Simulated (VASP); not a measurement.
Wanted: the native input for a VASP 6.6.1 run.

| Quantity | Value |
| --- | --- |
| Task | single point |
| Functional | r2SCAN |
| Potentials or basis | VASP PAW PBE potentials, release 64 (W_sv) |
| Cutoff | 520 eV |
| k mesh | 16 × 16 × 16 |
| Occupations | gaussian, width 0.1 eV |
| Spin | no spin polarisation |
| Dipole correction | no |
| Further INCAR settings | ALGO = Normal; EDIFF = 1e-06; NBANDS = 21 |

W:

```xyz
2
Lattice="3.2635 0.0000 0.0000 0.0000 3.2635 0.0000 0.0000 0.0000 3.2635" Properties=species:S:1:pos:R:3 pbc="T T T"
W     0.0000    0.0000    0.0000
W     1.6317    1.6317    1.6317
```

This cell differs from its parent crystal: equal strain along all axes, cell held: +3.0 %.

These files were run (other wordings do the same):

POSCAR

```
W
1.0
    3.2634531023      0.0000000000      0.0000000000
    0.0000000000      3.2634531023      0.0000000000
    0.0000000000      0.0000000000      3.2634531023
W
2
Direct
    0.0000000000      0.0000000000      0.0000000000
    0.5000000000      0.5000000000      0.5000000000
```

INCAR.step1

```
SYSTEM = W
PREC = Accurate
ENCUT = 520
ISMEAR = 0
SIGMA = 0.1
LREAL = .FALSE.
LASPH = .TRUE.
NELM = 80
NBANDS = 21
GGA = PE
ALGO = Normal
EDIFF = 1E-4
LWAVE = .TRUE.
LCHARG = .FALSE.
```

INCAR.step2

```
SYSTEM = W
PREC = Accurate
ENCUT = 520
EDIFF = 1E-6
ISMEAR = 0
SIGMA = 0.1
LREAL = .FALSE.
LASPH = .TRUE.
NELM = 80
ALGO = Normal
ISIF = 2
LWAVE = .FALSE.
LCHARG = .FALSE.
METAGGA = R2SCAN
LMIXTAU = .TRUE.
NBANDS = 21
ISTART = 1
```

KPOINTS

```
regular mesh
0
G
  16 16 16
  0 0 0
```

Potentials or basis: VASP PAW PBE potentials, release 64 (W_sv).

Launch:

```console
$ cat potpaw_PBE.64/W_sv/POTCAR > POTCAR
$ cp INCAR.step1 INCAR
$ mpirun -np 1 vasp_std > vasp.out
$ cp INCAR.step2 INCAR
$ mpirun -np 1 vasp_std > vasp.out
```

Results of the run:

```json
{
  "Pressure": "-22.6 GPa",
  "Band gap on the k mesh": "zero (bands 14 and 15 overlap by 0.86 eV)"
}
```

Caveat: the cell differs from its parent crystal (equal strain along all axes, cell held: +3.0 %); the cell stands under tension; the PAW data sets were made with another functional, which shifts forces and pressure a little; spin-orbit coupling is left out, which moves the levels of the heavy elements.

Wall time 2.8 min on 1 thread of Intel Xeon 8259CL, on a shared host, peak memory 0.22 GiB.
